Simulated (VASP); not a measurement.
# TaN (P-62m) in VASP: relaxation of cell and atoms with LDA

Aim: the relaxation of cell and atoms of TaN with LDA.

Program: VASP 6.6.1. These are calculated values, not measurements. Logs are shortened: lines on timing, memory, paths and dates and some standing lists are left out, and cuts for length are marked.

**1. The cell of the first run**

The structure is hexagonal, space group P-62m (No. 189). Conventional cell: a = 5.196 Å, b = 5.196 Å, c = 2.911 Å, α = 90.00°, β = 90.00°, γ = 120.00°. Ta (site symmetry -6) has 6 N at 2.16 Å and 5 Ta at 2.91 to 3.00 Å within 3.0 Å. Within 2.7 Å of Ta (site symmetry -62m) lie 3 N at 2.04 Å. Within 3.0 Å of N (site symmetry m2m) lie 5 Ta at 2.04 to 2.16 Å and 6 N at 2.77 to 2.91 Å.

**2. Relaxation of cell and atoms, LDA**

INCAR reads:

```
PREC = Accurate
ENCUT = 700
EDIFF = 1E-7
ISMEAR = -1
SIGMA = 0.05
LREAL = F
LASPH = T
NELM = 120
ALGO = Normal
ISIF = 3
LWAVE = F
LCHARG = F
IBRION = 2
NSW = 80
EDIFFG = -0.02
GGA_COMPAT = F
NELMIN = 4
```

KPOINTS reads:

```
regular mesh
0
Gamma
  5 5 7
```

POSCAR reads:

```
TaN
1.0
    5.1960000000      0.0000000000      0.0000000000
   -2.5980000000      4.4998680000      0.0000000000
    0.0000000000      0.0000000000      2.9110000000
Ta N
3 3
Direct
    0.3333333333      0.6666666667      0.5000000000
    0.6666666667      0.3333333333      0.5000000000
    0.0000000000      0.0000000000      0.0000000000
    0.3928500000      0.0000000000      0.0000000000
    0.6071500004      0.6071500008      0.0000000000
   -0.0000000004      0.3928499992      0.0000000000
```

Potentials or basis: VASP PAW LDA potentials, release 64 (Ta_sv_GW, N).

Launch:

```console
$ cat potpaw_LDA.64/Ta_sv_GW/POTCAR potpaw_LDA.64/N/POTCAR > POTCAR
$ mpirun -np 1 vasp_std > vasp.out
```

OUTCAR:

```text
PREC = Accurate
   ENCUT = 700
   EDIFF = 1E-7
   ISMEAR = -1
   LREAL = F
   LASPH = T
   NELM = 120
   ISIF = 3
   IBRION = 2
   NSW = 80
   EDIFFG = -0.02
   NELMIN = 4

 ion  position               nearest neighbor table
   1  0.333  0.667  0.500-   5 2.16   5 2.16   4 2.16   4 2.16   6 2.16   6 2.16   2 3.00   2 3.00
                             2 3.00
   2  0.667  0.333  0.500-   6 2.16   6 2.16   4 2.16   4 2.16   5 2.16   5 2.16   1 3.00   1 3.00
                             1 3.00
   3  0.000  0.000  0.000-   5 2.04   6 2.04   4 2.04
   4  0.393  0.000  0.000-   3 2.04   1 2.16   1 2.16   2 2.16   2 2.16
   5  0.607  0.607  0.000-   3 2.04   1 2.16   1 2.16   2 2.16   2 2.16
   6  1.000  0.393  0.000-   3 2.04   2 2.16   2 2.16   1 2.16   1 2.16

  LATTYP: Found a hexagonal cell.
 ALAT       =     5.1960000000
 C/A-ratio  =     0.5602386451

  Lattice vectors:

 A1 = (   5.1960000000,   0.0000000000,   0.0000000000)
 A2 = (  -2.5980000000,   4.4998680000,   0.0000000000)
 A3 = (   0.0000000000,   0.0000000000,   2.9110000000)

Analysis of symmetry for initial positions (statically):
=====================================================================
 Subroutine PRICEL returns:
 Original cell was already a primitive cell.

 Routine SETGRP: Setting up the symmetry group for a
 hexagonal supercell.

 Subroutine GETGRP returns: Found 12 space group operations
 (whereof 12 operations were pure point group operations)
 out of a pool of 24 trial point group operations.

The static configuration has the point symmetry D_3h.

Analysis of symmetry for dynamics (positions and initial velocities):
=====================================================================
 Subroutine PRICEL returns:
 Original cell was already a primitive cell.

 Routine SETGRP: Setting up the symmetry group for a
 hexagonal supercell.

 Subroutine GETGRP returns: Found 12 space group operations
 (whereof 12 operations were pure point group operations)
 out of a pool of 24 trial point group operations.

The dynamic configuration has the point symmetry D_3h.

 Subroutine INISYM returns: Found 12 space group operations
 (whereof 12 operations are pure point group operations),
 and found     1 'primitive' translations

----------------------------------------------------------------------------------------

                                     Primitive cell

  volume of cell :      68.0630

  direct lattice vectors                    reciprocal lattice vectors
     5.196000000  0.000000000  0.000000000     0.192455735  0.111114370  0.000000000
    -2.598000000  4.499868000  0.000000000     0.000000000  0.222228741  0.000000000
     0.000000000  0.000000000  2.911000000     0.000000000  0.000000000  0.343524562

  length of vectors
     5.196000000  5.196000002  2.911000000     0.222228741  0.222228741  0.343524562

  position of ions in fractional coordinates (direct lattice)
     0.333333333  0.666666667  0.500000000
     0.666666667  0.333333333  0.500000000
     0.000000000  0.000000000  0.000000000
     0.392850000  0.000000000  0.000000000
     0.607150000  0.607150001  0.000000000
     1.000000000  0.392849999  0.000000000

  ion indices of the primitive-cell ions
   primitive index   ion index
                 1           1
                 2           2
                 3           3
                 4           4
                 5           5
                 6           6

----------------------------------------------------------------------------------------

 KPOINTS: regular mesh

Automatic generation of k-mesh.
 Grid dimensions read from file:
 generate k-points for:    5    5    7

 Generating k-lattice:

  Cartesian coordinates                     Fractional coordinates (reciprocal lattice)
     0.038491147  0.022222874  0.000000000     0.200000000 -0.000000000  0.000000000
     0.000000000  0.044445748  0.000000000     0.000000000  0.200000000  0.000000000
     0.000000000  0.000000000  0.049074937     0.000000000  0.000000000  0.142857143

  Length of vectors
     0.044445748  0.044445748  0.049074937

  Shift w.r.t. Gamma in fractional coordinates (k-lattice)
     0.000000000  0.000000000  0.000000000

 Subroutine IBZKPT returns following result:
 ===========================================

 Found     20 irreducible k-points:

 Following reciprocal coordinates:
            Coordinates               Weight
  0.000000  0.000000  0.000000      1.000000
  0.200000  0.000000  0.000000      6.000000
  0.400000 -0.000000  0.000000      6.000000
  0.200000  0.200000  0.000000      6.000000
  0.400000  0.200000  0.000000      6.000000
  0.000000  0.000000  0.142857      2.000000
[... 12 lines left out ...]
  0.200000  0.200000  0.428571     12.000000
  0.400000  0.200000  0.428571     12.000000
   k-points           NKPTS =     20   k-points in BZ     NKDIM =     20   number of bands    NBANDS=     32
   number of dos      NEDOS =    301   number of ions     NIONS =      6
   total plane-waves  NPLWV =  64512
   dimension x,y,z NGX =    48 NGY =   48 NGZ =   28
   dimension x,y,z NGXF=    96 NGYF=   96 NGZF=   56
   ions per type =               3   3
   NGX,Y,Z   is equivalent  to a cutoff of  15.36, 15.36, 15.99 a.u.
   NGXF,Y,Z  is equivalent  to a cutoff of  30.72, 30.72, 31.98 a.u.
 SYSTEM =  unknown system
   PREC   = accura    normal or accurate (medium, high low for compatibility)
   ISTART =      0    job   : 0-new  1-cont  2-samecut
   ICHARG =      2    charge: 1-file 2-atom 10-const
   ISPIN  =      1    spin polarized calculation?
   LNONCOLLINEAR =      F non collinear calculations
   LSORBIT =      F    spin-orbit coupling
   LASPH  =      T    aspherical Exc in radial PAW
   ENCUT  =  700.0 eV  51.45 Ry    7.17 a.u.  11.21 11.21  6.28*2*pi/ulx,y,z
   NELM   =    120;   NELMIN=  4; NELMDL= -5     # of ELM steps
   EDIFF  = 0.1E-06   stopping-criterion for ELM
   LREAL  =      F    real-space projection
   EDIFFG = -.2E-01   stopping-criterion for IOM
   NSW    =     80    number of steps for IOM
   IBRION =      2    ionic relax: 0-MD 1-quasi-New 2-CG
   NFREE  =      1    steps in history (QN), initial steepest desc. (CG)
   ISIF   =      3    stress and relaxation
   ISYM   =      2    0-nonsym 1-usesym 2-fastsym
   POTIM  = 0.5000    time-step for ionic-motion
   TEBEG  =    0.0;   TEEND  =   0.0 temperature during run
   PSTRESS=    0.0 pullay stress
   NELECT =      54.0000    total number of electrons
   NUPDOWN=      -1.0000    fix difference up-down
   EMIN   =  10.00;   EMAX   =-10.00  energy-range for DOS
   EFERMI =   0.00;   METHOD = LEGACY
   ISMEAR =    -1;   SIGMA  =   0.05  broadening in eV -4-tet -1-fermi 0-gaus
   EFERMI_NEDOS =   21; number of points for ismear=-14 and -15
   IALGO  =     38    algorithm
   IMIX   =      4    mixing-type and parameters
     AMIX     =   0.40;   BMIX     =  1.00
     AMIX_MAG =   1.60;   BMIX_MAG =  1.00
  volume/ion in A,a.u.               =      11.34        76.55
  Fermi-wavevector in a.u.,A,eV,Ry     =   1.515546  2.863966 31.250934  2.296879
  Thomas-Fermi vector in A             =   2.625055
   LORBIT       =      0    0 simple, 1 ext, 2 COOP (PROOUT), +10 PAW based schemes
   GGA     = CA    functional components
   LHFCALC =     F    Hartree Fock is set to
   AEXX    =    0.0000 exact exchange contribution
   IVDW    =     0    specifies the selected vdW correction
   LEPSILON=     F    determine dielectric tensor
   LRPA    =     F    only Hartree local field effects (RPA)
 conjugate gradient relaxation of ions
 non-spin polarized calculation
  energy-cutoff  :      700.00
  volume of cell :       68.06
 maximum number of plane-waves:      2887
 NGX is ok and might be reduce to    48
   NGX = 23   NGY = 23   NGZ = 13

--------------------------------------- Ionic step        1  -------------------------------------------

 number of electron      54.0000000 magnetization

 Free energy of the ion-electron system (eV)
  ---------------------------------------------------
  ext. energy  EPLUGINS =         0.00000000
  ---------------------------------------------------
  free energy    TOTEN  =       -81.66042250 eV

  energy without entropy =      -81.65829841  energy(sigma->0) =      -81.65936046

------------------------ aborting loop because EDIFF is reached ----------------------------------------

  FORCE on cell =-STRESS in cart. coord.  units (eV):
  Direction    XX          YY          ZZ          XY          YZ          ZX
  --------------------------------------------------------------------------------------
  -------------------------------------------------------------------------------------
  Total       -3.6343137     -3.6343137     -4.3304141      0.0000000      0.0000000     -0.0000000
  in kB      -85.5503651    -85.5503652   -101.9363060      0.0000000      0.0000000     -0.0000000
  external PRESSURE =     -91.0123454 kB  Pullay stress =       0.0000000 kB

 VOLUME and BASIS-vectors are now :
 -----------------------------------------------------------------------------
  energy-cutoff  :      700.00
  volume of cell :       68.06
      direct lattice vectors                 reciprocal lattice vectors
     5.196000000  0.000000000  0.000000000     0.192455735  0.111114370  0.000000000
    -2.598000000  4.499868000  0.000000000     0.000000000  0.222228741  0.000000000
     0.000000000  0.000000000  2.911000000     0.000000000  0.000000000  0.343524562

 POSITION                                       TOTAL-FORCE (eV/Angst)
 -----------------------------------------------------------------------------------
     -0.00000      2.99991      1.45550        -0.000000     -0.000000      0.000000
      2.59800      1.49996      1.45550         0.000000     -0.000000      0.000000
      0.00000      0.00000      0.00000         0.000000     -0.000000      0.000000
      2.04125      0.00000      0.00000        -0.034818     -0.000000      0.000000
      1.57738      2.73209      0.00000         0.017409      0.030153      0.000000
      4.17538      1.76777      0.00000         0.017409     -0.030153      0.000000
 -----------------------------------------------------------------------------------
    total drift:                               -0.000000     -0.000000      0.000000
[... 270 lines left out ...]
 POSITION                                       TOTAL-FORCE (eV/Angst)
 -----------------------------------------------------------------------------------
     -0.00000      2.97496      1.44117        -0.000000      0.000000     -0.000000
      2.57639      1.48748      1.44117        -0.000000      0.000000     -0.000000
      2.57639      4.46243     -0.00000        -0.000000      0.000000     -0.000000
     -0.54833      4.46243     -0.00000        -0.006611      0.000000      0.000000
      1.56236      2.70608     -0.00000         0.003305      0.005725     -0.000000
      4.13874      1.75635     -0.00000         0.003305     -0.005725      0.000000
 -----------------------------------------------------------------------------------
    total drift:                               -0.000000     -0.000000      0.000000

  FREE ENERGIE OF THE ION-ELECTRON SYSTEM (eV)
  ---------------------------------------------------
  free  energy   TOTEN  =       -81.7145222974 eV

  energy  without entropy=      -81.7124241035  energy(sigma->0) =      -81.71347320

--------------------------------------- Ionic step        9  -------------------------------------------

 number of electron      53.9999997 magnetization

 Free energy of the ion-electron system (eV)
  ---------------------------------------------------
  ext. energy  EPLUGINS =         0.00000000
  ---------------------------------------------------
  free energy    TOTEN  =       -81.71459035 eV

  energy without entropy =      -81.71249251  energy(sigma->0) =      -81.71354143

 E-fermi :  12.4224     XC(G=0): -13.7714

 val. band max:       12.3036618466   @ k =   0.2000   0.0000   0.1429
 cond. band min:      12.7541773051   @ k =   0.4000  -0.0000   0.2857
 fundamental gap:      0.4505154585
 Fermi energy:        12.4223568259

 k-point     1 :       0.0000    0.0000    0.0000
  band No.  band energies     occupation
      1     -56.5424      2.00000
      2     -56.4902      2.00000
      3     -55.9191      2.00000
      4     -23.6072      2.00000
      5     -23.6072      2.00000
      6     -23.2273      2.00000
[... 24 lines left out ...]
     31      14.2811      0.00000
     32      14.4187      0.00000
[... 676 lines left out ...]
 VOLUME and BASIS-vectors are now :
 -----------------------------------------------------------------------------
  energy-cutoff  :      700.00
  volume of cell :       66.23
      direct lattice vectors                 reciprocal lattice vectors
     5.152414959  0.000000000 -0.000000000     0.194083747  0.112054303  0.000000000
    -2.576207479  4.462122247  0.000000000    -0.000000000  0.224108607  0.000000000
     0.000000000 -0.000000000  2.880633715     0.000000000 -0.000000000  0.347145836

 POSITION                                       TOTAL-FORCE (eV/Angst)
 -----------------------------------------------------------------------------------
     -0.00000      2.97475      1.44032         0.000000      0.000000      0.000000
      2.57621      1.48737      1.44032         0.000000      0.000000      0.000000
      0.00000     -0.00000      0.00000         0.000000      0.000000      0.000000
      2.02747      0.00000     -0.00000         0.002935      0.000000     -0.000000
      1.56247      2.70628     -0.00000        -0.001467     -0.002542      0.000000
      4.13868      1.75584     -0.00000        -0.001467      0.002542      0.000000
 -----------------------------------------------------------------------------------
    total drift:                               -0.000001     -0.000001      0.000000

  FREE ENERGIE OF THE ION-ELECTRON SYSTEM (eV)
  ---------------------------------------------------
  free  energy   TOTEN  =       -81.7145903537 eV

  energy  without entropy=      -81.7124925056  energy(sigma->0) =      -81.71354143

 reached required accuracy - stopping structural energy minimisation
```

It took 13 min on 1 thread of Intel Xeon Platinum 8375C at 2.90GHz (Ice Lake), shared host; peak memory 0.25 GiB.

What came out:

```
Free energy                           : -81.7146 eV
Relaxed volume                        : 11.04 Å³/atom
Relaxed cell                          : a = 5.152 Å, b = 5.152 Å, c = 2.881 Å, α = 90.00°, β = 90.00°, γ = 120.00°
Space group after relaxing (to 0.1 Å) : P-62m (No. 189)
Energy gained by relaxing             : 9.0 meV/atom
Ionic steps                           : 9
Pressure after relaxing               : -0.1 GPa
Band gap on the k mesh                : zero (bands 27 and 28 overlap by 2.74 eV)
```

Forces in eV/Å, atoms in the order of the input:
```
Ta   0.000  0.000  0.000
Ta   0.000  0.000  0.000
Ta   0.000  0.000  0.000
N    0.003  0.000  0.000
N   -0.001 -0.003  0.000
N   -0.001  0.003  0.000
```

Stress tensor (GPa, compression positive):
```
-0.16  0.00  0.00
 0.00 -0.16  0.00
 0.00  0.00 -0.05
```

The path:
```tsv
step	energy change (eV)	largest force (eV/Å)	pressure (GPa)	volume (Å³)
1	0.0000	0.0348	-9.10	68.06
2	0.3002	0.3988	27.62	61.91
3	-0.0536	0.0811	-0.25	66.28
4	-0.0537	0.0841	-0.01	66.24
5	-0.0536	0.0865	0.14	66.20
6	-0.0541	0.0076	0.17	66.18
7	-0.0541	0.0118	0.17	66.18
8	-0.0541	0.0066	-0.37	66.28
9	-0.0542	0.0029	-0.12	66.23
```

Final structure:
```
Ta N
1.0
     5.15241    0.00000    0.00000
    -2.57621    4.46212    0.00000
     0.00000    0.00000    2.88063
Ta N
3 3
Direct
  0.33333 0.66667 0.50000
  0.66667 0.33333 0.50000
  0.00000 0.00000 0.00000
  0.39350 0.00000 0.00000
  0.60650 0.60650 0.00000
  0.00000 0.39350 0.00000
```

Caveat: spin-orbit coupling is left out, which moves the levels of the heavy elements.

The gap in the log of VASP goes by the Fermi energy; the results here count the filled bands.